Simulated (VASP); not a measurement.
Crystal: SnSe2.

```
Sn Se
1.0
     3.82000    0.00000    0.00000
    -1.91000    3.30822    0.00000
     0.00000    0.00000    6.11200
Sn Se
1 2
Direct
  0.00000 0.00000 0.00000
  0.33333 0.66667 0.25000
  0.66667 0.33333 0.75000
```

```yaml
Program: VASP 6.6.1
Task: relaxation of cell and atoms
Functional: PBE
Potentials_or_basis: VASP PAW PBE potentials, release 64 (Sn_d, Se)
Cutoff: 600 eV
k_mesh: 7 × 7 × 4
Occupations: fermi-dirac, width 0.02 eV
Spin: no spin polarisation
```

At the start: pressure 5.3 GPa; volume 25.75 Å³/atom.

Question: How do energy, volume and symmetry change on relaxing?

Answer: Over 15 steps the energy falls by 38.9 meV/atom and the volume is 29.89 Å³/atom (+16.1 %); space group P-3m1 (No. 164, to 0.1 Å) before and after.

Step by step:
```csv
step,energy change (eV),largest force (eV/Å),pressure (GPa),volume (Å³)
1,0.0000,0.7591,5.32,77.24
2,-0.0393,0.5975,-3.15,87.18
3,-0.0985,0.0649,-0.02,82.56
4,-0.0985,0.0508,0.10,82.45
5,-0.1000,0.0656,0.09,82.54
6,-0.1026,0.1109,0.17,82.80
7,-0.1029,0.1308,0.20,82.91
8,-0.1041,0.1245,0.17,83.17
9,-0.1074,0.1057,0.09,83.96
10,-0.1120,0.0662,-0.03,85.54
11,-0.1152,0.0215,-0.14,88.73
12,-0.1165,0.0356,0.19,89.24
13,-0.1165,0.0352,0.19,89.22
14,-0.1160,0.0865,-0.25,90.46
15,-0.1168,0.0088,0.02,89.67
```

Final structure:
```
Sn Se
1.0
     3.87302    0.00000    0.00000
    -1.93651    3.35413    0.00000
     0.00000    0.00000    6.90285
Sn Se
1 2
Direct
  0.00000 0.00000 0.00000
  0.33333 0.66667 0.23121
  0.66667 0.33333 0.76879
```

Caveat: the volume moved by over 15 % at a fixed basis, so the end points are rough; this functional lacks dispersion, which binds layers or chains, so the pressure and a relaxed spacing across them are unreliable.
